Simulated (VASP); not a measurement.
# Na3Rh in VASP: further runs

Na3Rh is run at these levels: PBE; tasks: single point, relaxation of cell and atoms.

Everything below comes from runs of VASP 6.6.1. Logs are shortened: lines on timing, memory, paths and dates and some standing lists are left out, and cuts for length are marked.

### Step 1. The cell of the first run

It takes space group Pm-3m (No. 221, cubic). The conventional cell has a = 4.481 Å, b = 4.481 Å, c = 4.481 Å, α = 90.00°, β = 90.00°, γ = 90.00°. Within 4.2 Å of Na (site symmetry 4/mmm) lie 8 Na at 3.17 Å and 4 Rh at 3.17 Å. Within 4.2 Å of Rh (site symmetry m-3m) lie 12 Na at 3.17 Å.

### Step 2. Single point, PBE

Contents of INCAR:

```
ALGO = Normal ; EDIFF = 1E-7
ENCUT = 520 ; GGA = PE
ISIF = 2 ; ISMEAR = 0
LASPH = True ; LCHARG = True
LELF = True ; LREAL = False
LVHAR = True ; LWAVE = False
NBANDS = 26 ; NELM = 80
PREC = Accurate ; SIGMA = 0.1
```

Contents of KPOINTS:

```
k-points
0
Gamma
  4 4 4
```

Contents of POSCAR:

```
Na3Rh
1.0
    4.4813972762      0.0000000000      0.0000000000
    0.0000000000      4.4813972762      0.0000000000
    0.0000000000      0.0000000000      4.4813972762
Na Rh
3 1
Direct
    0.0000000000      0.5000000000      0.5000000000
    0.5000000000      0.0000000000      0.5000000000
    0.5000000000      0.5000000000      0.0000000000
    0.0000000000      0.0000000000      0.0000000000
```

Potentials or basis: VASP PAW PBE potentials, release 64 (Na_pv, Rh_pv).

Started as:

```sh
> cat potpaw_PBE.64/Na_pv/POTCAR potpaw_PBE.64/Rh_pv/POTCAR > POTCAR
> mpirun -np 1 vasp_std > vasp.out
```

OUTCAR:

```text
EDIFF = 1E-7
   ENCUT = 520
   GGA = PE
   ISIF = 2
   ISMEAR = 0
   LASPH = True
   LREAL = False
   NELM = 80
   PREC = Accurate

 ion  position               nearest neighbor table
   1  0.000  0.500  0.500-
   2  0.500  0.000  0.500-
   3  0.500  0.500  0.000-
   4  0.000  0.000  0.000-

  LATTYP: Found a simple cubic cell.
 ALAT       =     4.4813972762

  Lattice vectors:

 A1 = (   4.4813972762,   0.0000000000,   0.0000000000)
 A2 = (   0.0000000000,   4.4813972762,   0.0000000000)
 A3 = (   0.0000000000,   0.0000000000,   4.4813972762)

Analysis of symmetry for initial positions (statically):
=====================================================================
 Subroutine PRICEL returns:
 Original cell was already a primitive cell.

 Routine SETGRP: Setting up the symmetry group for a
 simple cubic supercell.

 Subroutine GETGRP returns: Found 48 space group operations
 (whereof 48 operations were pure point group operations)
 out of a pool of 48 trial point group operations.

The static configuration has the point symmetry O_h .

Analysis of symmetry for dynamics (positions and initial velocities):
=====================================================================
 Subroutine PRICEL returns:
 Original cell was already a primitive cell.

 Routine SETGRP: Setting up the symmetry group for a
 simple cubic supercell.

 Subroutine GETGRP returns: Found 48 space group operations
 (whereof 48 operations were pure point group operations)
 out of a pool of 48 trial point group operations.

The dynamic configuration has the point symmetry O_h .

 Subroutine INISYM returns: Found 48 space group operations
 (whereof 48 operations are pure point group operations),
 and found     1 'primitive' translations

----------------------------------------------------------------------------------------

                                     Primitive cell

  volume of cell :      89.9995

  direct lattice vectors                    reciprocal lattice vectors
     4.481397276  0.000000000  0.000000000     0.223144689  0.000000000  0.000000000
     0.000000000  4.481397276  0.000000000     0.000000000  0.223144689  0.000000000
[... 68 lines left out ...]
   ISPIN  =      1    spin polarized calculation?
   LNONCOLLINEAR =      F non collinear calculations
   LSORBIT =      F    spin-orbit coupling
   LASPH  =      T    aspherical Exc in radial PAW
   ENCUT  =  520.0 eV  38.22 Ry    6.18 a.u.   8.33  8.33  8.33*2*pi/ulx,y,z
   NELM   =     80;   NELMIN=  2; NELMDL= -5     # of ELM steps
   EDIFF  = 0.1E-06   stopping-criterion for ELM
   LREAL  =      F    real-space projection
   EDIFFG = 0.1E-05   stopping-criterion for IOM
   NSW    =      0    number of steps for IOM
   IBRION =     -1    ionic relax: 0-MD 1-quasi-New 2-CG
   NFREE  =      0    steps in history (QN), initial steepest desc. (CG)
   ISIF   =      2    stress and relaxation
   ISYM   =      2    0-nonsym 1-usesym 2-fastsym
   POTIM  = 0.5000    time-step for ionic-motion
   TEBEG  =    0.0;   TEEND  =   0.0 temperature during run
   PSTRESS=    0.0 pullay stress
   NELECT =      36.0000    total number of electrons
   NUPDOWN=      -1.0000    fix difference up-down
   EMIN   =  10.00;   EMAX   =-10.00  energy-range for DOS
   EFERMI =   0.00;   METHOD = LEGACY
   ISMEAR =     0;   SIGMA  =   0.10  broadening in eV -4-tet -1-fermi 0-gaus
   EFERMI_NEDOS =   21; number of points for ismear=-14 and -15
   IALGO  =     38    algorithm
   IMIX   =      4    mixing-type and parameters
     AMIX     =   0.40;   BMIX     =  1.00
     AMIX_MAG =   1.60;   BMIX_MAG =  1.00
  volume/ion in A,a.u.               =      22.50       151.84
  Fermi-wavevector in a.u.,A,eV,Ry     =   1.206227  2.279438 19.796239  1.454983
  Thomas-Fermi vector in A             =   2.341900
   LORBIT       =      0    0 simple, 1 ext, 2 COOP (PROOUT), +10 PAW based schemes
   GGA     = PE    functional components
   LHFCALC =     F    Hartree Fock is set to
   AEXX    =    0.0000 exact exchange contribution
   IVDW    =     0    specifies the selected vdW correction
   LEPSILON=     F    determine dielectric tensor
   LRPA    =     F    only Hartree local field effects (RPA)
 non-spin polarized calculation
 Gauss-broadening in eV      SIGMA  =   0.10
  energy-cutoff  :      520.00
  volume of cell :       90.00
 maximum number of plane-waves:      2469
 NGX is ok and might be reduce to    36
   NGX = 17   NGY = 17   NGZ = 17

 number of electron      35.9999963 magnetization

 Free energy of the ion-electron system (eV)
  ---------------------------------------------------
  ext. energy  EPLUGINS =         0.00000000
  ---------------------------------------------------
  free energy    TOTEN  =        -9.56471510 eV

  energy without entropy =       -9.53979234  energy(sigma->0) =       -9.55225372

 E-fermi :   2.3077     XC(G=0):  -8.6361

 val. band max:        2.2679883210   @ k =   0.5000   0.2500   0.2500
 cond. band min:       2.3872259185   @ k =   0.5000   0.2500   0.2500
 fundamental gap:      0.1192375976
 Fermi energy:         2.3077231047

 k-point     1 :       0.0000    0.0000    0.0000
  band No.  band energies     occupation
      1     -42.1364      2.00000
      2     -42.1364      2.00000
      3     -42.1364      2.00000
      4     -21.8286      2.00000
      5     -21.8286      2.00000
      6     -21.8286      2.00000
[... 279 lines left out ...]
     25       6.4839      0.00000
     26      16.5859      0.00000

------------------------ aborting loop because EDIFF is reached ----------------------------------------

  FORCE on cell =-STRESS in cart. coord.  units (eV):
  Direction    XX          YY          ZZ          XY          YZ          ZX
  --------------------------------------------------------------------------------------
  -------------------------------------------------------------------------------------
  Total        0.1006073      0.1006073      0.1006073     -0.0000000     -0.0000000      0.0000000
  in kB        1.7910165      1.7910165      1.7910165     -0.0000000     -0.0000000      0.0000000
  external PRESSURE =       1.7910165 kB  Pullay stress =       0.0000000 kB

 VOLUME and BASIS-vectors are now :
 -----------------------------------------------------------------------------
  energy-cutoff  :      520.00
  volume of cell :       90.00
      direct lattice vectors                 reciprocal lattice vectors
     4.481397276  0.000000000  0.000000000     0.223144689  0.000000000  0.000000000
     0.000000000  4.481397276  0.000000000     0.000000000  0.223144689  0.000000000
     0.000000000  0.000000000  4.481397276     0.000000000  0.000000000  0.223144689

 POSITION                                       TOTAL-FORCE (eV/Angst)
 -----------------------------------------------------------------------------------
      0.00000      2.24070      2.24070         0.000000      0.000000      0.000000
      2.24070      0.00000      2.24070         0.000000      0.000000      0.000000
      2.24070      2.24070      0.00000         0.000000      0.000000      0.000000
      0.00000      0.00000      0.00000         0.000000      0.000000      0.000000
 -----------------------------------------------------------------------------------
    total drift:                                0.000000      0.000000      0.000000

  FREE ENERGIE OF THE ION-ELECTRON SYSTEM (eV)
  ---------------------------------------------------
  free  energy   TOTEN  =        -9.5647151012 eV

  energy  without entropy=       -9.5397923394  energy(sigma->0) =       -9.55225372
```

Run time: 26 s. Hardware: 1 thread of Oxide Virtual Turin-like, shared host; peak memory 0.17 GiB.

Results:

* Free energy: -9.5647 eV
* Pressure: 0.2 GPa
* Band gap on the k mesh: zero (band 18 reaches 3.38 eV, above the bottom of band 19 at 2.24 eV)

Levels at points of the mesh, in eV from the Fermi level:
| k point | band 14 | band 15 | band 16 | band 17 | band 18 | band 19 | band 20 | band 21 | band 22 | band 23 |
| --- | --- | --- | --- | --- | --- | --- | --- | --- | --- | --- |
| (0.00, 0.00, 0.00) | -0.98 | -0.98 | -0.41 | -0.41 | -0.41 | 3.10 | 3.32 | 3.32 | 3.32 | 6.43 |
| (0.50, 0.00, 0.00) | -1.69 | -0.87 | -0.60 | -0.60 | -0.38 | -0.07 | 4.45 | 4.77 | 4.77 | 6.13 |
| (0.50, 0.50, 0.00) | -1.23 | -0.55 | -0.55 | -0.15 | 0.20 | 0.20 | 0.25 | 1.43 | 6.22 | 6.40 |
| (0.50, 0.50, 0.50) | -1.02 | -1.02 | -0.15 | -0.15 | 1.08 | 1.37 | 1.59 | 1.59 | 1.59 | 4.18 |

### Step 3. Single point, PBE

This run uses another cell than the first one, of 17.92 Å³/atom, 0.796 times its volume.

Contents of INCAR:

```
SYSTEM = Na3Rh
PREC = Accurate ; ENCUT = 520
EDIFF = 1E-6 ; ISMEAR = 0
SIGMA = 0.1 ; LREAL = .FALSE.
LASPH = .TRUE. ; NELM = 60
ALGO = Normal ; ISIF = 2
LWAVE = .FALSE. ; LCHARG = .TRUE.
GGA = PE ; LELF = .TRUE.
LVHAR = .TRUE. ; NBANDS = 26
```

Contents of KPOINTS:

```
Automatic mesh
0
G
  4 4 4
  0 0 0
```

Contents of POSCAR:

```
Na3Rh
1.0
    4.1682440746      0.0000000000      0.0000000000
    0.0000000000      4.1682440746      0.0000000000
    0.0000000000      0.0000000000      4.1254003433
Na Rh
3 1
Direct
    0.0000000000      0.5000000000      0.5000000000
    0.5000000000      0.0000000000      0.5000000000
    0.5000000000      0.5000000000      0.0000000000
    0.0000000000      0.0000000000      0.0000000000
```

Potentials or basis: VASP PAW PBE potentials, release 64 (Na_pv, Rh_pv).

Started as:

```sh
> cat potpaw_PBE.64/Na_pv/POTCAR potpaw_PBE.64/Rh_pv/POTCAR > POTCAR
> mpirun -np 1 vasp_std > vasp.out
```

Wall time 28 s (1 thread of Oxide Virtual Turin-like, shared host); peak memory 0.15 GiB.

It converged, with:

- Free energy: -9.1277 eV
- Pressure: 9.0 GPa
- Band gap on the k mesh: zero (band 18 reaches 5.15 eV, above the bottom of band 19 at 3.68 eV)

Stress tensor (GPa, compression positive):
```
9.11 0.00 0.00
0.00 9.11 0.00
0.00 0.00 8.88
```

Levels at points of the mesh, in eV from the Fermi level:
| k point | band 14 | band 15 | band 16 | band 17 | band 18 | band 19 | band 20 | band 21 | band 22 | band 23 |
| --- | --- | --- | --- | --- | --- | --- | --- | --- | --- | --- |
| (0.00, 0.00, 0.00) | -1.44 | -1.41 | -0.62 | -0.62 | -0.62 | 3.45 | 3.82 | 3.82 | 4.00 | 7.63 |
| (0.50, 0.00, 0.00) | -1.94 | -1.28 | -0.85 | -0.84 | -0.58 | -0.08 | 4.80 | 5.37 | 5.54 | 7.17 |
| (0.50, 0.50, 0.00) | -1.60 | -0.77 | -0.77 | -0.22 | 0.19 | 0.19 | 0.36 | 1.78 | 7.16 | 7.28 |
| (0.00, 0.00, 0.50) | -1.90 | -1.25 | -0.87 | -0.87 | -0.57 | -0.05 | 4.77 | 5.41 | 5.41 | 7.21 |
| (0.50, 0.00, 0.50) | -1.56 | -0.80 | -0.77 | -0.23 | 0.23 | 0.23 | 0.41 | 1.79 | 7.03 | 7.15 |
| (0.50, 0.50, 0.50) | -1.42 | -1.40 | -0.24 | -0.23 | 1.39 | 1.59 | 1.76 | 1.77 | 1.77 | 5.17 |

Caveat: the k points lie up to 0.38 Å⁻¹ apart.

### Step 4. Single point, PBE

This run uses another cell than the first one, of 22.42 Å³/atom, 0.997 times its volume.

Contents of INCAR:

```
PREC     = Accurate       # precision mode
ENCUT    = 520            # plane-wave cutoff, eV
EDIFF    = 1E-7           # SCF threshold, eV
ISMEAR   = 0              # smearing method
SIGMA    = 0.1            # smearing width, eV
LREAL    = F              # projectors in reciprocal space
LASPH    = T              # aspherical terms in the spheres
NELM     = 80             # most SCF steps
ALGO     = Normal         # electronic algorithm
ISIF     = 2              # what is computed and relaxed
LWAVE    = F              # write WAVECAR
LCHARG   = F              # write CHGCAR
GGA      = PE             # functional
NBANDS   = 26             # bands
```

Contents of KPOINTS:

```
Automatic mesh
0
Gamma
  4 4 4
```

Contents of POSCAR:

```
Na3Rh
1.0
    4.4992979162      0.0000000000      0.0000000000
    0.0000000000      4.4992979162      0.0000000000
    0.0000000000      0.0000000000      4.4305041994
Na Rh
3 1
Direct
    0.0000000000      0.5000000000      0.5000000000
    0.5000000000      0.0000000000      0.5000000000
    0.5000000000      0.5000000000      0.0000000000
    0.0000000000      0.0000000000      0.0000000000
```

Started as:

```sh
> cat potpaw_PBE.64/Na_pv/POTCAR potpaw_PBE.64/Rh_pv/POTCAR > POTCAR
> mpirun -np 1 vasp_std > vasp.out
```

Wall time 38 s (1 thread of Oxide Virtual Turin-like, shared host); peak memory 0.17 GiB.

The run converged. Its results:

```
Free energy            : -9.5643 eV
Pressure               : 0.3 GPa
Band gap on the k mesh : zero (band 18 reaches 3.41 eV, above the bottom of band 19 at 2.25 eV)
```

Levels at points of the mesh, in eV from the Fermi level:
```tsv
k point	band 14	band 15	band 16	band 17	band 18	band 19	band 20	band 21	band 22	band 23
(0.00, 0.00, 0.00)	-1.00	-0.97	-0.42	-0.42	-0.41	3.11	3.25	3.25	3.48	6.38
(0.50, 0.00, 0.00)	-1.71	-0.89	-0.60	-0.59	-0.39	-0.08	4.47	4.69	4.92	6.06
(0.50, 0.50, 0.00)	-1.26	-0.54	-0.54	-0.15	0.17	0.17	0.22	1.42	6.34	6.52
(0.00, 0.00, 0.50)	-1.65	-0.86	-0.62	-0.62	-0.38	-0.05	4.43	4.74	4.74	6.11
(0.50, 0.00, 0.50)	-1.22	-0.57	-0.54	-0.15	0.22	0.22	0.27	1.44	6.18	6.36
(0.50, 0.50, 0.50)	-1.04	-1.02	-0.16	-0.15	1.08	1.37	1.59	1.59	1.59	4.18
```

(Part 1 of 2 ends here.)
